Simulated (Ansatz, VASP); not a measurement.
One calculation of Mn3Si, two programs

The input INCAR:

```
SYSTEM = Mn3Si
PREC     = Accurate       ! precision mode
ENCUT    = 520            ! plane-wave cutoff, eV
EDIFF    = 1E-6           ! SCF threshold, eV
ISMEAR   = -1             ! smearing method
SIGMA    = 0.05           ! smearing width, eV
LREAL    = .FALSE.        ! projectors in reciprocal space
LASPH    = .TRUE.         ! aspherical terms in the spheres
NELM     = 100            ! most SCF steps
ALGO     = Normal         ! electronic algorithm
ISIF     = 2              ! what is computed and relaxed
LWAVE    = .FALSE.        ! write WAVECAR
LCHARG   = .TRUE.         ! write CHGCAR
GGA      = CA             ! functional
LELF     = .TRUE.         ! ELF
LVHAR    = .TRUE.       
NBANDS   = 30             ! bands
```

Contents of KPOINTS:

```
regular mesh
0
G
  10 10 10
  0 0 0
```

POSCAR

```
Mn3Si
1.0
    0.0000000000      2.8223330979      2.8223330979
    2.8223330979      0.0000000000      2.8223330979
    2.8223330979      2.8223330979      0.0000000000
Mn Si
3 1
Direct
    0.5000000000      0.5000000000      0.5000000000
    0.2500000000      0.2500000000      0.2500000000
    0.7500000000      0.7500000000      0.7500000000
    0.0000000000      0.0000000000      0.0000000000
```

Input for Ansatz:

```yaml
crystal:
  lattice:
    - [0.0, 2.8223330979, 2.8223330979]
    - [2.8223330979, 0.0, 2.8223330979]
    - [2.8223330979, 2.8223330979, 0.0]
  atoms:
    - { symbol: Mn, position: [0.5, 0.5, 0.5] }
    - { symbol: Mn, position: [0.25, 0.25, 0.25] }
    - { symbol: Mn, position: [0.75, 0.75, 0.75] }
    - { symbol: Si, position: [0.0, 0.0, 0.0] }
kpoints:
  mp_grid: { grid: [10, 10, 10] }
scf:
  occupations: { method: fermi_dirac, width: 0.05 }
hamiltonian:
  xc: lda
  pseudopotentials: { kind: paw }
output:
  forces: true
  stress: true
  eigenvalues: true
  write_density: true
  write_potential: true
  elf: true
  volumetric_format: npy
```

Change from the starting cell: volume scaled by 0.96, no spin polarisation, PAW files.

Alike in both runs: task single point; functional LDA; k mesh 10 × 10 × 10; occupations fermi-dirac, width 0.05 eV; no spin polarisation.

|  | VASP | Ansatz |
| --- | --- | --- |
| version | VASP 6.6.1 | Ansatz 0.2.0 |
| potentials or method | VASP PAW LDA potentials, release 64 (Mn_pv, Si) | PAW with Ansatz's default frozen-core files, scalar-relativistic |
| plane-wave cutoff (eV) | 520 | 420 |
| valence electrons in the cell | 43 | 49 |

|  | VASP | Ansatz | Ansatz less VASP |
| --- | --- | --- | --- |
| pressure (GPa) | -23.3 | -23.7 | -0.35 |

LDA's correlation is that of Perdew and Zunger in VASP and of Perdew and Wang (1992) in Ansatz. VASP's potentials hold 43 valence electrons a cell and Ansatz's 49, so a difference there can come from the potentials and not from the codes.
